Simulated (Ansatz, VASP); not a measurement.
One calculation of Rb, two programs

The input INCAR:

```
SYSTEM = Rb
ALGO = Normal
EDIFF = 1E-6
ENCUT = 520
GGA = PS
ISIF = 2
ISMEAR = -1
LASPH = .TRUE.
LCHARG = .TRUE.
LELF = .TRUE.
LREAL = .FALSE.
LVHAR = .TRUE.
LWAVE = .FALSE.
NBANDS = 16
NELM = 60
PREC = Accurate
SIGMA = 0.05
```

The input KPOINTS:

```
k-points
0
G
  10 10 6
  0 0 0
```

POSCAR

```
Rb
1.0
    4.9889308329      0.0000000000      0.0000000000
   -2.4944654164      4.3205408390      0.0000000000
    0.0000000000      0.0000000000      8.0820679492
Rb
2
Direct
    0.3333333333      0.6666666667      0.2500000000
    0.6666666667      0.3333333333      0.7500000000
```

Input for Ansatz:

```yaml
crystal:
  lattice:
    - [4.9889308329, 0.0, 0.0]
    - [-2.4944654164, 4.320540839, 0.0]
    - [0.0, 0.0, 8.0820679492]
  atoms:
    - { symbol: Rb, position: [0.3333333333, 0.6666666667, 0.25] }
    - { symbol: Rb, position: [0.6666666667, 0.3333333333, 0.75] }
kpoints:
  mp_grid: { grid: [10, 10, 6] }
scf:
  occupations: { method: fermi_dirac, width: 0.05 }
hamiltonian:
  xc: pbesol
  pseudopotentials: { kind: all_electron, datasets: crystal }
output:
  forces: true
  stress: true
  eigenvalues: true
```

Change from the starting cell: volume scaled by 1, crystal datasets.

Alike in both runs: task single point; functional PBEsol; k mesh 10 × 10 × 6; occupations fermi-dirac, width 0.05 eV; no spin polarisation.

```csv
,VASP,Ansatz
version,VASP 6.6.1,Ansatz 0.2.0
potentials or method,"VASP PAW PBE potentials, release 64 (Rb_sv), cutoff 520 eV","all-electron PAW with datasets made for the crystal, scalar-relativistic"
```

|  | VASP | Ansatz | Ansatz less VASP |
| --- | --- | --- | --- |
| pressure (GPa) | 0.0 | 0.0 | 0.00 |

VASP's potentials were made for PBE, not for PBEsol. Ansatz ran all-electron here, and VASP with PAW potentials.
